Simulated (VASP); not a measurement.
# SiC3 (P4/mmm) in VASP: a series of runs

The runs below take SiC3 through single point, relaxation of cell and atoms, with PBE.

Program: VASP 6.6.1. These are calculated values, not measurements. Logs are shortened: lines on timing, memory, paths and dates and some standing lists are left out, and cuts for length are marked.

## Step 1: The cell of the first run

It takes space group P4/mmm (No. 123, tetragonal). Conventional cell: a = 3.576 Å, b = 3.576 Å, c = 3.404 Å, α = 90.00°, β = 90.00°, γ = 90.00°. Si (site symmetry 4/mmm) has 2 C at 1.70 Å within 2.3 Å. C (site symmetry 4mm) has 1 C at 1.35 Å within 1.8 Å. Within 2.3 Å of C (site symmetry 4/mmm) lie 2 Si at 1.70 Å.

## Step 2: Single point, PBE

INCAR reads:

```
SYSTEM = SiC3
ALGO = Normal
EDIFF = 1E-6
ENCUT = 520
GGA = PE
ISIF = 2
ISMEAR = 0
LASPH = .TRUE.
LCHARG = .FALSE.
LREAL = .FALSE.
LWAVE = .FALSE.
NBANDS = 16
NELM = 80
PREC = Accurate
SIGMA = 0.1
```

KPOINTS reads:

```
k-points
0
G
  6 6 6
  0 0 0
```

POSCAR reads:

```
SiC3
1.0
    3.5756617821      0.0000000000      0.0000000000
    0.0000000000      3.5756617821      0.0000000000
    0.0000000000      0.0000000000      3.4043554892
Si C
1 3
Direct
    0.0000000000      0.0000000000      0.0000000000
    0.5000000000      0.5000000000      0.1987646050
    0.0000000000      0.0000000000      0.5000000000
    0.5000000000      0.5000000000      0.8012353950
```

Potentials or basis: VASP PAW PBE potentials, release 64 (Si, C).

Run with:

```
> cat potpaw_PBE.64/Si/POTCAR potpaw_PBE.64/C/POTCAR > POTCAR
> mpirun -np 1 vasp_std > vasp.out
```

OUTCAR:

```text
SYSTEM = SiC3
   EDIFF = 1E-6
   ENCUT = 520
   GGA = PE
   ISIF = 2
   ISMEAR = 0
   LASPH = .TRUE.
   LREAL = .FALSE.
   NELM = 80
   PREC = Accurate

 ion  position               nearest neighbor table
   1  0.000  0.000  0.000-   3 1.70   3 1.70
   2  0.500  0.500  0.199-   4 1.35   4 2.05
   3  0.000  0.000  0.500-   1 1.70   1 1.70
   4  0.500  0.500  0.801-   2 1.35   2 2.05

  LATTYP: Found a simple tetragonal cell.
 ALAT       =     3.5756617821
 C/A-ratio  =     0.9520910244

  Lattice vectors:

 A1 = (   3.5756617821,   0.0000000000,   0.0000000000)
 A2 = (   0.0000000000,   3.5756617821,   0.0000000000)
 A3 = (   0.0000000000,   0.0000000000,   3.4043554892)

Analysis of symmetry for initial positions (statically):
=====================================================================
 Subroutine PRICEL returns:
 Original cell was already a primitive cell.

 Routine SETGRP: Setting up the symmetry group for a
 simple tetragonal supercell.

 Subroutine GETGRP returns: Found 16 space group operations
 (whereof 16 operations were pure point group operations)
 out of a pool of 16 trial point group operations.

The static configuration has the point symmetry D_4h.

Analysis of symmetry for dynamics (positions and initial velocities):
=====================================================================
 Subroutine PRICEL returns:
 Original cell was already a primitive cell.

 Routine SETGRP: Setting up the symmetry group for a
 simple tetragonal supercell.

 Subroutine GETGRP returns: Found 16 space group operations
 (whereof 16 operations were pure point group operations)
 out of a pool of 16 trial point group operations.

The dynamic configuration has the point symmetry D_4h.

 Subroutine INISYM returns: Found 16 space group operations
 (whereof 16 operations are pure point group operations),
 and found     1 'primitive' translations

----------------------------------------------------------------------------------------

                                     Primitive cell

  volume of cell :      43.5259

  direct lattice vectors                    reciprocal lattice vectors
     3.575661782  0.000000000  0.000000000     0.279668509  0.000000000  0.000000000
     0.000000000  3.575661782  0.000000000     0.000000000  0.279668509  0.000000000
     0.000000000  0.000000000  3.404355489     0.000000000  0.000000000  0.293741357

  length of vectors
     3.575661782  3.575661782  3.404355489     0.279668509  0.279668509  0.293741357

  position of ions in fractional coordinates (direct lattice)
     0.000000000  0.000000000  0.000000000
     0.500000000  0.500000000  0.198764605
     0.000000000  0.000000000  0.500000000
     0.500000000  0.500000000  0.801235395

  ion indices of the primitive-cell ions
   primitive index   ion index
                 1           1
                 2           2
                 3           3
                 4           4

----------------------------------------------------------------------------------------

 KPOINTS: k-points

Automatic generation of k-mesh.
 Grid dimensions read from file:
 generate k-points for:    6    6    6

 Generating k-lattice:

  Cartesian coordinates                     Fractional coordinates (reciprocal lattice)
     0.046611418  0.000000000  0.000000000     0.166666667  0.000000000  0.000000000
     0.000000000  0.046611418  0.000000000     0.000000000  0.166666667  0.000000000
     0.000000000  0.000000000  0.048956893     0.000000000  0.000000000  0.166666667

  Length of vectors
     0.046611418  0.046611418  0.048956893

  Shift w.r.t. Gamma in fractional coordinates (k-lattice)
     0.000000000  0.000000000  0.000000000

 Subroutine IBZKPT returns following result:
 ===========================================

 Found     40 irreducible k-points:

 Following reciprocal coordinates:
            Coordinates               Weight
  0.000000  0.000000  0.000000      1.000000
  0.166667  0.000000  0.000000      4.000000
  0.333333  0.000000  0.000000      4.000000
  0.500000  0.000000  0.000000      2.000000
  0.166667  0.166667  0.000000      4.000000
  0.333333  0.166667  0.000000      8.000000
[... 16 lines left out ...]
  0.333333  0.000000  0.333333      8.000000
  0.500000  0.000000  0.333333      4.000000
 [... further k-points ...]
   k-points           NKPTS =     40   k-points in BZ     NKDIM =     40   number of bands    NBANDS=     16
   number of dos      NEDOS =    301   number of ions     NIONS =      4
   total plane-waves  NPLWV =  21952
   dimension x,y,z NGX =    28 NGY =   28 NGZ =   28
   dimension x,y,z NGXF=    56 NGYF=   56 NGZF=   56
   ions per type =               1   3
   NGX,Y,Z   is equivalent  to a cutoff of  13.02, 13.02, 13.67 a.u.
   NGXF,Y,Z  is equivalent  to a cutoff of  26.04, 26.04, 27.35 a.u.
 SYSTEM =  SiC3
   PREC   = accura    normal or accurate (medium, high low for compatibility)
   ISTART =      0    job   : 0-new  1-cont  2-samecut
   ICHARG =      2    charge: 1-file 2-atom 10-const
   ISPIN  =      1    spin polarized calculation?
   LNONCOLLINEAR =      F non collinear calculations
   LSORBIT =      F    spin-orbit coupling
   LASPH  =      T    aspherical Exc in radial PAW
   ENCUT  =  520.0 eV  38.22 Ry    6.18 a.u.   6.65  6.65  6.33*2*pi/ulx,y,z
   NELM   =     80;   NELMIN=  2; NELMDL= -5     # of ELM steps
   EDIFF  = 0.1E-05   stopping-criterion for ELM
   LREAL  =      F    real-space projection
   EDIFFG = 0.1E-04   stopping-criterion for IOM
   NSW    =      0    number of steps for IOM
   IBRION =     -1    ionic relax: 0-MD 1-quasi-New 2-CG
   NFREE  =      0    steps in history (QN), initial steepest desc. (CG)
   ISIF   =      2    stress and relaxation
   ISYM   =      2    0-nonsym 1-usesym 2-fastsym
   POTIM  = 0.5000    time-step for ionic-motion
   TEBEG  =    0.0;   TEEND  =   0.0 temperature during run
   PSTRESS=    0.0 pullay stress
   NELECT =      16.0000    total number of electrons
   NUPDOWN=      -1.0000    fix difference up-down
   EMIN   =  10.00;   EMAX   =-10.00  energy-range for DOS
   EFERMI =   0.00;   METHOD = LEGACY
   ISMEAR =     0;   SIGMA  =   0.10  broadening in eV -4-tet -1-fermi 0-gaus
   EFERMI_NEDOS =   21; number of points for ismear=-14 and -15
   IALGO  =     38    algorithm
   IMIX   =      4    mixing-type and parameters
     AMIX     =   0.40;   BMIX     =  1.00
     AMIX_MAG =   1.60;   BMIX_MAG =  1.00
  volume/ion in A,a.u.               =      10.88        73.43
  Fermi-wavevector in a.u.,A,eV,Ry     =   1.172732  2.216143 18.712108  1.375301
  Thomas-Fermi vector in A             =   2.309156
   LORBIT       =      0    0 simple, 1 ext, 2 COOP (PROOUT), +10 PAW based schemes
   GGA     = PE    functional components
   LHFCALC =     F    Hartree Fock is set to
   AEXX    =    0.0000 exact exchange contribution
   IVDW    =     0    specifies the selected vdW correction
   LEPSILON=     F    determine dielectric tensor
   LRPA    =     F    only Hartree local field effects (RPA)
 non-spin polarized calculation
 Gauss-broadening in eV      SIGMA  =   0.10
  energy-cutoff  :      520.00
  volume of cell :       43.53
 maximum number of plane-waves:      1196
 NGX is ok and might be reduce to    28
   NGX = 13   NGY = 13   NGZ = 13

 number of electron      15.9999999 magnetization

 Free energy of the ion-electron system (eV)
  ---------------------------------------------------
  ext. energy  EPLUGINS =         0.00000000
  ---------------------------------------------------
  free energy    TOTEN  =       -23.21952987 eV

  energy without entropy =      -23.21145639  energy(sigma->0) =      -23.21549313

 E-fermi :   5.4333     XC(G=0): -10.7810

 val. band max:        5.4250778808   @ k =   0.5000   0.1667   0.1667
 cond. band min:       5.4591423362   @ k =   0.1667   0.0000   0.1667
 fundamental gap:      0.0340644555
 Fermi energy:         5.4332804092

 k-point     1 :       0.0000    0.0000    0.0000
  band No.  band energies     occupation
      1     -10.7314      2.00000
      2      -5.9702      2.00000
      3      -0.3076      2.00000
      4       0.4218      2.00000
      5       0.4218      2.00000
      6       0.5703      2.00000
[... 8 lines left out ...]
     15      13.8550      0.00000
     16      16.1184      0.00000

 k-point     2 :       0.1667    0.0000    0.0000
  band No.  band energies     occupation
      1     -10.5391      2.00000
      2      -6.2878      2.00000
      3      -0.1817      2.00000
      4      -0.1678      2.00000
      5       0.6525      2.00000
      6       1.1427      2.00000
[... 8 lines left out ...]
     15      13.4133      0.00000
     16      17.5745      0.00000

 k-point     3 :       0.3333    0.0000    0.0000
  band No.  band energies     occupation
      1     -10.0387      2.00000
      2      -7.0625      2.00000
      3      -0.4171      2.00000
      4       0.1131      2.00000
      5       1.2870      2.00000
      6       1.4019      2.00000
[... 8 lines left out ...]
     15      13.5550      0.00000
     16      17.4853      0.00000

 k-point     4 :       0.5000    0.0000    0.0000
  band No.  band energies     occupation
      1      -9.6615      2.00000
      2      -7.5835      2.00000
      3      -0.4005      2.00000
      4       0.2927      2.00000
      5       1.3793      2.00000
      6       1.8472      2.00000
[... 8 lines left out ...]
     15      15.3095      0.00000
     16      17.0371      0.00000
[... 324 lines left out ...]
 k-point    22 :       0.1667    0.0000    0.3333
  band No.  band energies     occupation
      1      -9.8651      2.00000
      2      -6.2214      2.00000
      3      -2.9627      2.00000
      4      -0.9991      2.00000
      5       1.6279      2.00000
      6       1.6886      2.00000
[... 8 lines left out ...]
     15      12.4456      0.00000
     16      17.3667      0.00000

 k-point    23 :       0.3333    0.0000    0.3333
  band No.  band energies     occupation
      1      -9.4826      2.00000
      2      -6.3154      2.00000
      3      -3.2749      2.00000
      4      -1.8911      2.00000
      5       2.1494      2.00000
      6       2.3453      2.00000
[... 8 lines left out ...]
     15      14.5974      0.00000
     16      18.9915      0.00000

 k-point    24 :       0.5000    0.0000    0.3333
  band No.  band energies     occupation
      1      -9.2374      2.00000
      2      -6.4817      2.00000
      3      -3.0360      2.00000
      4      -2.6227      2.00000
      5       2.5350      2.00000
      6       2.9166      2.00000
[... 8 lines left out ...]
     15      16.5364      0.00000
     16      19.0275      0.00000

 [... further k-points ...]
[... 5 lines left out ...]
  --------------------------------------------------------------------------------------
  -------------------------------------------------------------------------------------
  Total        0.0319680      0.0319680      0.0830647      0.0000000      0.0000000      0.0000000
  in kB        1.1767322      1.1767322      3.0575902      0.0000000      0.0000000      0.0000000
  external PRESSURE =       1.8036849 kB  Pullay stress =       0.0000000 kB

 VOLUME and BASIS-vectors are now :
 -----------------------------------------------------------------------------
  energy-cutoff  :      520.00
  volume of cell :       43.53
      direct lattice vectors                 reciprocal lattice vectors
     3.575661782  0.000000000  0.000000000     0.279668509  0.000000000  0.000000000
     0.000000000  3.575661782  0.000000000     0.000000000  0.279668509  0.000000000
     0.000000000  0.000000000  3.404355489     0.000000000  0.000000000  0.293741357

 POSITION                                       TOTAL-FORCE (eV/Angst)
 -----------------------------------------------------------------------------------
      0.00000      0.00000      0.00000         0.000000      0.000000      0.000000
      1.78783      1.78783      0.67667         0.000000      0.000000      0.086804
      0.00000      0.00000      1.70218         0.000000      0.000000      0.000000
      1.78783      1.78783      2.72769         0.000000     -0.000000     -0.086804
 -----------------------------------------------------------------------------------
    total drift:                                0.000000      0.000000     -0.000000

  FREE ENERGIE OF THE ION-ELECTRON SYSTEM (eV)
  ---------------------------------------------------
  free  energy   TOTEN  =       -23.2195298676 eV

  energy  without entropy=      -23.2114563853  energy(sigma->0) =      -23.21549313
```

Wall time 28 s (1 thread of Intel Xeon 8259CL, shared host); peak memory 0.16 GiB.

Results:

```
Free energy            : -23.2195 eV
Pressure               : 0.2 GPa
Largest force          : 0.087 eV/Å
Band gap on the k mesh : zero (bands 8 and 9 overlap by 2.83 eV)
```

Forces on the atoms (eV/Å):
```
Si   0.000  0.000  0.000
C    0.000  0.000  0.087
C    0.000  0.000  0.000
C    0.000  0.000 -0.087
```

## Step 3: Relaxation of cell and atoms, PBE

This run uses another cell than the first one, of 13.41 Å³/atom.

INCAR reads:

```
SYSTEM = SiC3
ALGO = Normal
EDIFF = 1E-6
EDIFFG = -0.04
ENCUT = 600
GGA = PE
IBRION = 2
ISIF = 3
ISMEAR = 0
LASPH = .TRUE.
LCHARG = .FALSE.
LREAL = .FALSE.
LWAVE = .FALSE.
NELM = 60
NSW = 90
PREC = Accurate
SIGMA = 0.1
```

KPOINTS reads:

```
k-points
0
G
  6 6 2
  0 0 0
```

POSCAR reads:

```
SiC3
1.0
    2.6667169800      0.0000000000      0.0000000000
    0.0000000000      2.6667169800      0.0000000000
    0.0000000000      0.0000000000      7.5426146400
Si C
1 3
Direct
    0.0000000000      0.0000000000      0.0000000000
    0.5000000000      0.5000000000      0.2500000000
    0.0000000000      0.0000000000      0.5000000000
    0.5000000000      0.5000000000      0.7500000000
```

Potentials or basis: VASP PAW PBE potentials, release 64 (Si, C).

Run with:

```
> cat potpaw_PBE.64/Si/POTCAR potpaw_PBE.64/C/POTCAR > POTCAR
> mpirun -np 1 vasp_std > vasp.out
```

Wall time 8 min (1 thread of Intel Xeon 8259CL, shared host); peak memory 0.2 GiB.

It converged, with:

* Free energy: -23.3109 eV
* Relaxed volume: 9.60 Å³/atom
* Relaxed cell: a = 3.109 Å, b = 3.109 Å, c = 3.973 Å, α = 90.00°, β = 90.00°, γ = 90.00°
* Space group after relaxing (to 0.1 Å): P4/mmm (No. 123)
* Pressure after relaxing: 0.1 GPa
* Largest force after relaxing: 0.008 eV/Å
* Band gap on the k mesh: zero (bands 8 and 9 overlap by 2.39 eV)

Forces on the atoms (eV/Å):
```
Si   0.000  0.000  0.000
C    0.000  0.000  0.008
C    0.000  0.000  0.000
C    0.000  0.000 -0.008
```

Stress tensor (GPa, compression positive):
```
0.08 0.00 0.00
0.00 0.08 0.00
0.00 0.00 0.00
```

Final structure:
```
CELL_PARAMETERS angstrom
3.10947 0.00000 0.00000
0.00000 3.10947 0.00000
0.00000 0.00000 3.97344
ATOMIC_POSITIONS crystal
Si 0.00000 0.00000 0.00000
C 0.50000 0.50000 0.33381
C 0.00000 0.00000 0.50000
C 0.50000 0.50000 0.66619
```

Levels at points of the mesh, in eV from the Fermi level:
```tsv
k point	band 5	band 6	band 7	band 8	band 9	band 10	band 11	band 12
(0.00, 0.00, 0.00)	-5.27	-5.27	-1.22	1.18	3.11	3.11	3.55	3.55
(0.50, 0.00, 0.00)	-5.43	-3.43	-2.95	-1.31	-1.21	-0.37	4.50	4.66
(0.50, 0.50, 0.00)	-5.13	-4.71	-4.22	-0.78	0.63	0.63	0.86	0.86
(0.00, 0.00, 0.50)	-4.77	-2.88	-1.46	0.55	0.55	1.73	3.23	3.23
(0.50, 0.00, 0.50)	-2.74	-2.52	-1.07	-0.88	0.81	1.32	3.39	5.38
(0.50, 0.50, 0.50)	-7.79	-7.18	-4.12	-4.12	-0.85	4.16	4.46	4.46
```

Caveat: the k points lie up to 0.79 Å⁻¹ apart in the final cell, too coarse for converged energies and pressures of a metal; the volume moved by over 15 % at a fixed basis, so the end points are rough.
